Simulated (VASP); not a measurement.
Set up this calculation in VASP 6.6.1, as the native input.

```yaml
Task: single point
Functional: LDA
Potentials_or_basis: VASP PAW PBE potentials, release 64 (Cs_sv, Eu)
Cutoff: 600 eV
k_mesh: 12 × 12 × 5
Occupations: fermi-dirac, width 0.05 eV
Spin: collinear spin, ferromagnetic start
Starting_moments: "[0.0, 7.0] μB"
Dipole_correction: no
Further_INCAR_settings: ALGO = Normal; EDIFF = 1e-06; NBANDS = 24
```

The structure of CsEu lies in POSCAR:

```
CsEu
1.0
    4.4644198847      0.0000000000      0.0000000000
   -2.2322099423      3.8663010333      0.0000000000
    0.0000000000      0.0000000000      8.0086310000
Cs Eu
1 1
Direct
    0.0000000000      0.0000000000      0.5000000000
    0.6666666667      0.3333333333      0.0000000000
```

These files were run (other wordings do the same):

INCAR

```
SYSTEM = CsEu
PREC = Accurate ; ENCUT = 600
EDIFF = 1E-6 ; ISMEAR = -1
SIGMA = 0.05 ; LREAL = .False.
LASPH = .True. ; NELM = 200
ALGO = Normal ; ISIF = 2
LWAVE = .False. ; LCHARG = .False.
ISPIN = 2 ; MAGMOM = 0 7
LORBIT = 11 ; LMAXMIX = 6
GGA = CA ; NBANDS = 24
GGA_COMPAT = .False.
```

KPOINTS

```
regular mesh
0
Gamma
  12 12 5
  0 0 0
```

Potentials or basis: VASP PAW PBE potentials, release 64 (Cs_sv, Eu).

Run with:

```sh
$ cat potpaw_PBE.64/Cs_sv/POTCAR potpaw_PBE.64/Eu/POTCAR > POTCAR
$ mpirun -np 1 vasp_std > vasp.out
```

Results of the run:

The pressure is -1.1 GPa and the net moment is 7.48 μB per cell. The site moments are Cs +0.01; Eu +6.77 μB and the valence electrons inside the program's atomic spheres are Cs 6.57; Eu 14.67.

Caveat: the PAW data sets were made with another functional, which shifts forces and pressure a little.

Run time: 12 min on 1 thread of AMD EPYC 9R45 96-Core Processor (Zen 5) (shared host), peak memory 0.5 GiB.
